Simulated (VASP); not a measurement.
# ZnO (P6_3mc) in VASP: notebook, part 2 of 2

VASP 6.6.1.

### 4 Single point, PBE (strain -2.0%)

Input file INCAR:

```
PREC     = Accurate       # precision mode
ENCUT    = 520            # plane-wave cutoff, eV
EDIFF    = 1E-6           # SCF threshold, eV
ISMEAR   = -1             # smearing method
SIGMA    = 0.02           # smearing width, eV
LREAL    = F              # projectors in reciprocal space
LASPH    = T              # aspherical terms in the spheres
NELM     = 60             # most SCF steps
ALGO     = Normal         # electronic algorithm
ISIF     = 2              # what is computed and relaxed
LWAVE    = F              # write WAVECAR
LCHARG   = F              # write CHGCAR
GGA      = PE             # functional
NBANDS   = 26             # bands
```

Input file KPOINTS:

```
regular mesh
0
Gamma
  12 12 6
```

Input file POSCAR:

```
ZnO
1.0
    3.1706340496      0.0000000000      0.0000000000
   -1.5853170248      2.7458496330      0.0000000000
    0.0000000000      0.0000000000      5.1067327949
Zn O
2 2
Direct
    0.3333333333      0.6666666667     -0.0023477533
    0.6666666667      0.3333333333      0.4976522467
    0.3333333333      0.6666666667      0.3773477533
    0.6666666667      0.3333333333      0.8773477533
```

Potentials or basis: VASP PAW PBE potentials, release 64 (Zn, O).

Started as:

```
$ cat potpaw_PBE.64/Zn/POTCAR potpaw_PBE.64/O/POTCAR > POTCAR
$ mpirun -np 1 vasp_std > vasp.out
```

OUTCAR:

```text
PREC = Accurate
   ENCUT = 520
   EDIFF = 1E-6
   ISMEAR = -1
   LREAL = F
   LASPH = T
   NELM = 60
   ISIF = 2
   GGA = PE

 ion  position               nearest neighbor table
   1  0.333  0.667  0.998-   4 1.93   4 1.93   4 1.93   3 1.94
   2  0.667  0.333  0.498-   3 1.93   3 1.93   3 1.93   4 1.94
   3  0.333  0.667  0.377-   2 1.93   2 1.93   2 1.93   1 1.94
   4  0.667  0.333  0.877-   1 1.93   1 1.93   1 1.93   2 1.94

  LATTYP: Found a hexagonal cell.
 ALAT       =     3.1706340496
 C/A-ratio  =     1.6106345655

  Lattice vectors:

 A1 = (   3.1706340496,   0.0000000000,   0.0000000000)
 A2 = (  -1.5853170248,   2.7458496330,   0.0000000000)
 A3 = (   0.0000000000,   0.0000000000,   5.1067327949)

Analysis of symmetry for initial positions (statically):
=====================================================================
 Subroutine PRICEL returns:
 Original cell was already a primitive cell.

 Routine SETGRP: Setting up the symmetry group for a
 hexagonal supercell.

 Subroutine GETGRP returns: Found 12 space group operations
 (whereof  6 operations were pure point group operations)
 out of a pool of 24 trial point group operations.

The static configuration has the point symmetry C_3v.
 The point group associated with its full space group is C_6v.

Analysis of symmetry for dynamics (positions and initial velocities):
=====================================================================
 Subroutine PRICEL returns:
 Original cell was already a primitive cell.

 Routine SETGRP: Setting up the symmetry group for a
 hexagonal supercell.

 Subroutine GETGRP returns: Found 12 space group operations
 (whereof  6 operations were pure point group operations)
 out of a pool of 24 trial point group operations.

The dynamic configuration has the point symmetry C_3v.
 The point group associated with its full space group is C_6v.

 Subroutine INISYM returns: Found 12 space group operations
 (whereof  6 operations are pure point group operations),
 and found     1 'primitive' translations

----------------------------------------------------------------------------------------

                                     Primitive cell

  volume of cell :      44.4596

  direct lattice vectors                    reciprocal lattice vectors
     3.170634050  0.000000000  0.000000000     0.315394329  0.182093001  0.000000000
    -1.585317025  2.745849633  0.000000000     0.000000000  0.364186002  0.000000000
     0.000000000  0.000000000  5.106732795     0.000000000  0.000000000  0.195819919

  length of vectors
     3.170634050  3.170634050  5.106732795     0.364186002  0.364186002  0.195819919

  position of ions in fractional coordinates (direct lattice)
     0.333333333  0.666666667  0.997652247
     0.666666667  0.333333333  0.497652247
     0.333333333  0.666666667  0.377347753
     0.666666667  0.333333333  0.877347753

  ion indices of the primitive-cell ions
   primitive index   ion index
                 1           1
                 2           2
                 3           3
                 4           4

----------------------------------------------------------------------------------------

 KPOINTS: regular mesh

Automatic generation of k-mesh.
 Grid dimensions read from file:
 generate k-points for:   12   12    6

 Generating k-lattice:

  Cartesian coordinates                     Fractional coordinates (reciprocal lattice)
     0.026282861  0.015174417  0.000000000     0.083333333  0.000000000  0.000000000
     0.000000000  0.030348834  0.000000000     0.000000000  0.083333333  0.000000000
     0.000000000  0.000000000  0.032636653     0.000000000  0.000000000  0.166666667

  Length of vectors
     0.030348834  0.030348834  0.032636653

  Shift w.r.t. Gamma in fractional coordinates (k-lattice)
     0.000000000  0.000000000  0.000000000

 Subroutine IBZKPT returns following result:
 ===========================================

 Found     76 irreducible k-points:

 Following reciprocal coordinates:
            Coordinates               Weight
  0.000000  0.000000  0.000000      1.000000
  0.083333  0.000000  0.000000      6.000000
  0.166667  0.000000  0.000000      6.000000
  0.250000  0.000000  0.000000      6.000000
  0.333333  0.000000  0.000000      6.000000
  0.416667  0.000000  0.000000      6.000000
[... 16 lines left out ...]
  0.250000  0.000000  0.166667     12.000000
  0.333333  0.000000  0.166667     12.000000
 [... further k-points ...]
   k-points           NKPTS =     76   k-points in BZ     NKDIM =     76   number of bands    NBANDS=     26
   number of dos      NEDOS =    301   number of ions     NIONS =      4
   total plane-waves  NPLWV =  23040
   dimension x,y,z NGX =    24 NGY =   24 NGZ =   40
   dimension x,y,z NGXF=    48 NGYF=   48 NGZF=   80
   ions per type =               2   2
   NGX,Y,Z   is equivalent  to a cutoff of  12.58, 12.58, 13.02 a.u.
   NGXF,Y,Z  is equivalent  to a cutoff of  25.17, 25.17, 26.04 a.u.
 SYSTEM =  unknown system
   PREC   = accura    normal or accurate (medium, high low for compatibility)
   ISTART =      0    job   : 0-new  1-cont  2-samecut
   ICHARG =      2    charge: 1-file 2-atom 10-const
   ISPIN  =      1    spin polarized calculation?
   LNONCOLLINEAR =      F non collinear calculations
   LSORBIT =      F    spin-orbit coupling
   LASPH  =      T    aspherical Exc in radial PAW
   ENCUT  =  520.0 eV  38.22 Ry    6.18 a.u.   5.90  5.90  9.50*2*pi/ulx,y,z
   NELM   =     60;   NELMIN=  2; NELMDL= -5     # of ELM steps
   EDIFF  = 0.1E-05   stopping-criterion for ELM
   LREAL  =      F    real-space projection
   EDIFFG = 0.1E-04   stopping-criterion for IOM
   NSW    =      0    number of steps for IOM
   IBRION =     -1    ionic relax: 0-MD 1-quasi-New 2-CG
   NFREE  =      0    steps in history (QN), initial steepest desc. (CG)
   ISIF   =      2    stress and relaxation
   ISYM   =      2    0-nonsym 1-usesym 2-fastsym
   POTIM  = 0.5000    time-step for ionic-motion
   TEBEG  =    0.0;   TEEND  =   0.0 temperature during run
   PSTRESS=    0.0 pullay stress
   NELECT =      36.0000    total number of electrons
   NUPDOWN=      -1.0000    fix difference up-down
   EMIN   =  10.00;   EMAX   =-10.00  energy-range for DOS
   EFERMI =   0.00;   METHOD = LEGACY
   ISMEAR =    -1;   SIGMA  =   0.02  broadening in eV -4-tet -1-fermi 0-gaus
   EFERMI_NEDOS =   21; number of points for ismear=-14 and -15
   IALGO  =     38    algorithm
   IMIX   =      4    mixing-type and parameters
     AMIX     =   0.40;   BMIX     =  1.00
     AMIX_MAG =   1.60;   BMIX_MAG =  1.00
  volume/ion in A,a.u.               =      11.11        75.01
  Fermi-wavevector in a.u.,A,eV,Ry     =   1.525880  2.883495 31.678570  2.328309
  Thomas-Fermi vector in A             =   2.633990
   LORBIT       =      0    0 simple, 1 ext, 2 COOP (PROOUT), +10 PAW based schemes
   GGA     = PE    functional components
   LHFCALC =     F    Hartree Fock is set to
   AEXX    =    0.0000 exact exchange contribution
   IVDW    =     0    specifies the selected vdW correction
   LEPSILON=     F    determine dielectric tensor
   LRPA    =     F    only Hartree local field effects (RPA)
 non-spin polarized calculation
  energy-cutoff  :      520.00
  volume of cell :       44.46
 maximum number of plane-waves:      1212
 NGX is ok and might be reduce to    24
   NGX = 11   NGY = 11   NGZ = 19

 number of electron      35.9999973 magnetization

 Free energy of the ion-electron system (eV)
  ---------------------------------------------------
  ext. energy  EPLUGINS =         0.00000000
  ---------------------------------------------------
  free energy    TOTEN  =       -17.59077197 eV

  energy without entropy =      -17.59077197  energy(sigma->0) =      -17.59077197

 E-fermi :   2.2312     XC(G=0): -11.2814

 val. band max:        1.8575055868   @ k =   0.0000   0.0000   0.0000
 cond. band min:       2.7378759822   @ k =   0.0000   0.0000   0.0000
 fundamental gap:      0.8803703954
 Fermi energy:         2.2312232228

 k-point     1 :       0.0000    0.0000    0.0000
  band No.  band energies     occupation
      1     -16.8213      2.00000
      2     -15.9888      2.00000
      3      -4.3440      2.00000
      4      -4.2096      2.00000
      5      -4.2096      2.00000
      6      -4.1466      2.00000
[... 685 lines left out ...]
     25      15.6797      0.00000
     26      16.3672      0.00000

 [... further k-points ...]

------------------------ aborting loop because EDIFF is reached ----------------------------------------

  FORCE on cell =-STRESS in cart. coord.  units (eV):
  Direction    XX          YY          ZZ          XY          YZ          ZX
  --------------------------------------------------------------------------------------
  -------------------------------------------------------------------------------------
  Total        5.0609519      5.0609519      5.0642428      0.0000000      0.0000000      0.0000000
  in kB      182.3798212    182.3798212    182.4984152      0.0000000      0.0000000      0.0000000
  external PRESSURE =     182.4193525 kB  Pullay stress =       0.0000000 kB

 VOLUME and BASIS-vectors are now :
 -----------------------------------------------------------------------------
  energy-cutoff  :      520.00
  volume of cell :       44.46
      direct lattice vectors                 reciprocal lattice vectors
     3.170634050  0.000000000  0.000000000     0.315394329  0.182093001  0.000000000
    -1.585317025  2.745849633  0.000000000     0.000000000  0.364186002  0.000000000
     0.000000000  0.000000000  5.106732795     0.000000000  0.000000000  0.195819919

 POSITION                                       TOTAL-FORCE (eV/Angst)
 -----------------------------------------------------------------------------------
     -0.00000      1.83057      5.09474        -0.000000     -0.000000      0.006604
      1.58532      0.91528      2.54138         0.000000      0.000000      0.006604
     -0.00000      1.83057      1.92701         0.000000     -0.000000     -0.006604
      1.58532      0.91528      4.48038        -0.000000      0.000000     -0.006604
 -----------------------------------------------------------------------------------
    total drift:                                0.000000      0.000001      0.001111

  FREE ENERGIE OF THE ION-ELECTRON SYSTEM (eV)
  ---------------------------------------------------
  free  energy   TOTEN  =       -17.5907719703 eV

  energy  without entropy=      -17.5907719703  energy(sigma->0) =      -17.59077197
```

It took 28 s on 1 thread of Intel Xeon 6975P-C (Granite Rapids), shared host; peak memory 0.2 GiB.

What came out:

```yaml
Free_energy: -17.5908 eV
Pressure: 18.2 GPa
Largest_force: 0.007 eV/Å
Band_gap_on_the_k_mesh: 0.88 eV
```

Forces on the atoms (eV/Å):
```
Zn   0.000  0.000  0.007
Zn   0.000  0.000  0.007
O    0.000  0.000 -0.007
O    0.000  0.000 -0.007
```

Levels at points of the mesh, in eV from the valence-band top:
| k point | band 16 | band 17 | band 18 | band 19 | band 20 | band 21 |
| --- | --- | --- | --- | --- | --- | --- |
| (0.00, 0.00, 0.00) | -0.11 | 0.00 | 0.00 | 0.88 | 5.47 | 8.43 |
| (0.50, 0.00, 0.00) | -2.50 | -1.40 | -0.94 | 6.07 | 6.94 | 7.66 |
| (0.00, 0.00, 0.50) | -0.43 | -0.43 | -0.43 | 3.61 | 3.61 | 10.34 |
| (0.50, 0.00, 0.50) | -1.66 | -1.50 | -1.50 | 5.81 | 5.81 | 8.82 |

Caveat: the cell differs from its parent crystal (strain -2.0%); the cell stands under pressure.

### 5 Single point, PBE (strain -1.0%)

Input file INCAR:

```
  PREC = Accurate
  ENCUT = 520
  EDIFF = 1E-6
  ISMEAR = -1
  SIGMA = 0.02
  LREAL = False
  LASPH = True
  NELM = 80
  ALGO = Normal
  ISIF = 2
  LWAVE = False
  LCHARG = False
  GGA = PE
  NBANDS = 26
```

Input file KPOINTS:

```
Automatic mesh
0
Gamma
  12 12 6
```

Input file POSCAR:

```
ZnO
1.0
    3.2029874582      0.0000000000      0.0000000000
   -1.6014937291      2.7738685068      0.0000000000
    0.0000000000      0.0000000000      5.1588423132
Zn O
2 2
Direct
    0.3333333333      0.6666666667     -0.0023477533
    0.6666666667      0.3333333333      0.4976522467
    0.3333333333      0.6666666667      0.3773477533
    0.6666666667      0.3333333333      0.8773477533
```

Potentials or basis: VASP PAW PBE potentials, release 64 (Zn, O).

Started as:

```
$ cat potpaw_PBE.64/Zn/POTCAR potpaw_PBE.64/O/POTCAR > POTCAR
$ mpirun -np 1 vasp_std > vasp.out
```

OUTCAR:

```text
PREC = Accurate
   ENCUT = 520
   EDIFF = 1E-6
   ISMEAR = -1
   LREAL = False
   LASPH = True
   NELM = 80
   ISIF = 2
   GGA = PE

 ion  position               nearest neighbor table
   1  0.333  0.667  0.998-   4 1.95   4 1.95   4 1.95   3 1.96
   2  0.667  0.333  0.498-   3 1.95   3 1.95   3 1.95   4 1.96
   3  0.333  0.667  0.377-   2 1.95   2 1.95   2 1.95   1 1.96
   4  0.667  0.333  0.877-   1 1.95   1 1.95   1 1.95   2 1.96

  LATTYP: Found a hexagonal cell.
 ALAT       =     3.2029874582
 C/A-ratio  =     1.6106345655

  Lattice vectors:

 A1 = (   3.2029874582,   0.0000000000,   0.0000000000)
 A2 = (  -1.6014937291,   2.7738685068,   0.0000000000)
 A3 = (   0.0000000000,   0.0000000000,   5.1588423132)

Analysis of symmetry for initial positions (statically):
=====================================================================
 Subroutine PRICEL returns:
 Original cell was already a primitive cell.

 Routine SETGRP: Setting up the symmetry group for a
 hexagonal supercell.

[... 168 lines left out ...]
  free energy    TOTEN  =       -17.72246880 eV

  energy without entropy =      -17.72246880  energy(sigma->0) =      -17.72246880

 E-fermi :   1.9217     XC(G=0): -11.1151

 val. band max:        1.5599874254   @ k =   0.0000   0.0000   0.0000
 cond. band min:       2.3969588865   @ k =   0.0000   0.0000   0.0000
 fundamental gap:      0.8369714610
 Fermi energy:         1.9217118914

 k-point     1 :       0.0000    0.0000    0.0000
  band No.  band energies     occupation
      1     -16.8509      2.00000
      2     -16.0693      2.00000
      3      -4.3843      2.00000
      4      -4.3356      2.00000
      5      -4.3356      2.00000
      6      -4.2773      2.00000
[... 685 lines left out ...]
     25      15.2108      0.00000
     26      15.8540      0.00000

 [... further k-points ...]

------------------------ aborting loop because EDIFF is reached ----------------------------------------

  FORCE on cell =-STRESS in cart. coord.  units (eV):
  Direction    XX          YY          ZZ          XY          YZ          ZX
  --------------------------------------------------------------------------------------
  -------------------------------------------------------------------------------------
  Total        3.5287800      3.5287800      3.5460435      0.0000000      0.0000000      0.0000000
  in kB      123.3507530    123.3507530    123.9542101      0.0000000      0.0000000      0.0000000
  external PRESSURE =     123.5519053 kB  Pullay stress =       0.0000000 kB

 VOLUME and BASIS-vectors are now :
 -----------------------------------------------------------------------------
  energy-cutoff  :      520.00
  volume of cell :       45.83
      direct lattice vectors                 reciprocal lattice vectors
     3.202987458  0.000000000  0.000000000     0.312208528  0.180253678  0.000000000
    -1.601493729  2.773868507  0.000000000     0.000000000  0.360507356  0.000000000
     0.000000000  0.000000000  5.158842313     0.000000000  0.000000000  0.193841940

 POSITION                                       TOTAL-FORCE (eV/Angst)
 -----------------------------------------------------------------------------------
     -0.00000      1.84925      5.14673        -0.000000      0.000000      0.004588
      1.60149      0.92462      2.56731         0.000000     -0.000000      0.004588
     -0.00000      1.84925      1.94668         0.000000     -0.000000     -0.004588
      1.60149      0.92462      4.52610         0.000000     -0.000000     -0.004588
 -----------------------------------------------------------------------------------
    total drift:                                0.000001      0.000002     -0.002042

  FREE ENERGIE OF THE ION-ELECTRON SYSTEM (eV)
  ---------------------------------------------------
  free  energy   TOTEN  =       -17.7224687992 eV

  energy  without entropy=      -17.7224687992  energy(sigma->0) =      -17.72246880
```

OSZICAR:

```text
N       E                     dE             d eps       ncg     rms          rms(c)
DAV:   1     0.299124683332E+03    0.29912E+03   -0.18204E+04  4000   0.205E+03
DAV:   2     0.111390767753E+02   -0.28799E+03   -0.27012E+03  4062   0.417E+02
DAV:   3    -0.203616591623E+02   -0.31501E+02   -0.31087E+02  4388   0.141E+02
DAV:   4    -0.209693177517E+02   -0.60766E+00   -0.60619E+00  4454   0.197E+01
DAV:   5    -0.209722344172E+02   -0.29167E-02   -0.29165E-02  4296   0.143E+00    0.156E+01
DAV:   6    -0.175438420504E+02    0.34284E+01   -0.64939E+00  6190   0.605E+01    0.968E+00
DAV:   7    -0.177588728096E+02   -0.21503E+00   -0.29432E+00  4026   0.168E+01    0.573E+00
DAV:   8    -0.177696822229E+02   -0.10809E-01   -0.47433E-01  5876   0.754E+00    0.162E+00
DAV:   9    -0.177196449189E+02    0.50037E-01   -0.10210E-01  5858   0.644E+00    0.289E-01
DAV:  10    -0.177224001009E+02   -0.27552E-02   -0.37013E-02  4024   0.132E+00    0.138E-01
DAV:  11    -0.177224252124E+02   -0.25111E-04   -0.52383E-04  4198   0.196E-01    0.347E-02
DAV:  12    -0.177224699584E+02   -0.44746E-04   -0.52461E-05  4490   0.108E-01    0.239E-02
DAV:  13    -0.177224724585E+02   -0.25001E-05   -0.13116E-05  4280   0.461E-02    0.152E-02
DAV:  14    -0.177224689887E+02    0.34698E-05   -0.68463E-06  5118   0.339E-02    0.218E-03
DAV:  15    -0.177224687992E+02    0.18953E-06   -0.20019E-06  2594   0.131E-02
   1 F= -.17722469E+02 E0= -.17722469E+02  d E =-.352657E-10
```

stdout:

```text
POSCAR found type information on POSCAR ZnO
 POSCAR found :  2 types and       4 ions
 scaLAPACK will be used
 LDA part: xc-table for (Slater+PW92), standard interpolation
 POSCAR, INCAR and KPOINTS ok, starting setup
 FFT: planning ... GRIDC
 FFT: planning ... GRID_SOFT
 FFT: planning ... GRID
 WAVECAR not read
 entering main loop
```

Run time: 29 s. Hardware: 1 thread of Intel Xeon 6975P-C (Granite Rapids), shared host; peak memory 0.2 GiB.

Results:

```yaml
Free_energy: -17.7225 eV
Pressure: 12.4 GPa
Largest_force: 0.005 eV/Å
Band_gap_on_the_k_mesh: 0.84 eV
```

Forces on the atoms (eV/Å):
```
Zn   0.000  0.000  0.005
Zn   0.000  0.000  0.005
O    0.000  0.000 -0.005
O    0.000  0.000 -0.005
```

Caveat: the cell differs from its parent crystal (strain -1.0%); the cell stands under pressure.

### 6 Overview

| cell | gap on the mesh (eV) | pressure (GPa) | largest force (eV/Å) |
| --- | --- | --- | --- |
| a = 3.106, b = 3.106, c = 5.003 Å, angles 90.0, 90.0, 120.0°, 4 atoms | 0.97 | 32.6 | - |
| a = 3.138, b = 3.138, c = 5.055 Å, angles 90.0, 90.0, 120.0°, 4 atoms | 0.92 | 24.9 | 0.01 |
| a = 3.171, b = 3.171, c = 5.107 Å, angles 90.0, 90.0, 120.0°, 4 atoms | 0.88 | 18.2 | 0.01 |
| a = 3.203, b = 3.203, c = 5.159 Å, angles 90.0, 90.0, 120.0°, 4 atoms | 0.84 | 12.4 | - |

Alike in all rows: task single point; level PBE; potentials or basis VASP PAW PBE potentials, release 64 (Zn, O); no spin polarisation; k mesh 12 × 12 × 6; cutoff (eV) 520; smearing fermi-dirac 0.02 eV.

Caveats: the cell stands under pressure.

Absolute energies hang on the potentials; compare differences alone.
